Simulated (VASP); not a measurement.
Set up this calculation in VASP 6.6.1, as the native input.

```
Task                   : single point
Functional             : PBE
Potentials or basis    : VASP PAW PBE potentials, release 64 (Te, Pb_d)
Cutoff                 : 520 eV
k mesh                 : 10 × 10 × 10
Occupations            : fermi-dirac, width 0.08 eV
Spin                   : no spin polarisation
Dipole correction      : no
Further INCAR settings : ALGO = Normal; EDIFF = 1e-06; NBANDS = 17
```

The structure of TePb lies in POSCAR:

```
TePb
1.0
    3.9212797642      0.0000000000      0.0000000000
    0.0000000000      3.9212797642      0.0000000000
    0.0000000000      0.0000000000      3.9212797642
Te Pb
1 1
Direct
    0.5000000000      0.5000000000      0.5000000000
    0.0000000000      0.0000000000      0.0000000000
```

The input as run:

INCAR

```
PREC     = Accurate       # precision mode
ENCUT    = 520            # plane-wave cutoff, eV
EDIFF    = 1E-6           # SCF threshold, eV
ISMEAR   = -1             # smearing method
SIGMA    = 0.08           # smearing width, eV
LREAL    = F              # projectors in reciprocal space
LASPH    = T              # aspherical terms in the spheres
NELM     = 80             # most SCF steps
ALGO     = Normal         # electronic algorithm
ISIF     = 2              # what is computed and relaxed
LWAVE    = F              # write WAVECAR
LCHARG   = F              # write CHGCAR
GGA      = PE             # functional
NBANDS   = 17             # bands
```

KPOINTS

```
Automatic mesh
0
Gamma
  10 10 10
```

Potentials or basis: VASP PAW PBE potentials, release 64 (Te, Pb_d).

Launch:

```bash
$ cat potpaw_PBE.64/Te/POTCAR potpaw_PBE.64/Pb_d/POTCAR > POTCAR
$ mpirun -np 1 vasp_std > vasp.out
```

Results of the run:

```yaml
Pressure: 2.5 GPa
Band_gap_on_the_k_mesh: zero (bands 10 and 11 overlap by 1.43 eV)
```

Caveat: spin-orbit coupling is left out, which moves the levels of the heavy elements.

Run time: 72 s on 1 thread of Intel Xeon 8259CL (shared host), peak memory 0.21 GiB.
